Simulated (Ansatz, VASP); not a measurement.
# One calculation of Fe, two programs

The input POSCAR:

```
Fe
1.0
   -1.4345540696      1.4345540696      1.4345540696
    1.4345540696     -1.4345540696      1.4345540696
    1.4345540696      1.4345540696     -1.4345540696
Fe
1
Direct
    0.0000000000      0.0000000000      0.0000000000
```

File INCAR.step1:

```
SYSTEM = Fe
  ALGO = Normal
  EDIFF = 1E-4
  ENCUT = 520
  GGA = PE
  ISMEAR = 1
  ISPIN = 2
  LASPH = .TRUE.
  LCHARG = .FALSE.
  LMAXMIX = 4
  LREAL = .FALSE.
  LWAVE = .TRUE.
  MAGMOM = 2.804
  NBANDS = 14
  NELM = 150
  PREC = Accurate
  SIGMA = 0.03
```

Contents of INCAR.step2:

```
SYSTEM = Fe
  ALGO = Normal
  EDIFF = 1E-7
  ENCUT = 520
  ISIF = 2
  ISMEAR = 1
  ISPIN = 2
  ISTART = 1
  LASPH = .TRUE.
  LCHARG = .TRUE.
  LELF = .TRUE.
  LMAXMIX = 4
  LMIXTAU = .TRUE.
  LORBIT = 11
  LREAL = .FALSE.
  LVHAR = .TRUE.
  LWAVE = .FALSE.
  MAGMOM = 2.804
  METAGGA = R2SCAN
  NBANDS = 14
  NELM = 150
  PREC = Accurate
  SIGMA = 0.03
```

The input KPOINTS:

```
k-points
0
G
  15 15 15
  0 0 0
```

Input for Ansatz:

```yaml
crystal:
  lattice:
    - [-1.4345540696, 1.4345540696, 1.4345540696]
    - [1.4345540696, -1.4345540696, 1.4345540696]
    - [1.4345540696, 1.4345540696, -1.4345540696]
  atoms:
    - { symbol: Fe, position: [0.0, 0.0, 0.0], spin: 2.804 }
hamiltonian:
  xc: r2scan
  pseudopotentials:
    kind: paw
    azcp:
      Fe: "pseudopotentials/Fe.paw.azcp"
basis:
  ecutwfc: 500
  fft_grid_basis: typed
kpoints:
  mp_grid: { grid: [15, 15, 15], shift: [0, 0, 0] }
magnetization:
  spin_polarized: true
scf:
  occupations: { method: methfessel_paxton, width: 0.03 }
  lower_state_search: "off"
output:
  stress: true
  write_density: true
  write_potential: true
  elf: true
  volumetric_format: npy
```

Alike in both runs: task single point; functional r2SCAN; k mesh 15 × 15 × 15; occupations methfessel-paxton of order 1, width 0.03 eV; collinear spin.

```csv
,VASP,Ansatz
version,VASP 6.6.1,Ansatz 0.2.0
potentials or method,"VASP PAW PBE potentials, release 64 (Fe), cutoff 520 eV","plane waves (500 eV) with PAW, scalar-relativistic"
valence electrons in the cell,8,16
```

Ansatz gave:

| Item | Value |
| --- | --- |
| pressure (GPa) | 0.2 |
| net moment per atom (μB) | 2.68 |
| size of the moment on the site where the two differ most (μB) | 2.83 |

Estimate VASP's values.

pressure (GPa): -0.2; net moment per atom (μB): 2.68; size of the moment on the site where the two differ most (μB): 2.75.

VASP's potentials were made for PBE, not for r2SCAN. Site moments also hang on the region over which each program counts them. VASP's potentials hold 8 valence electrons a cell and Ansatz's 16, so a difference there can come from the potentials and not from the codes. Ansatz's warnings: stability check not made.
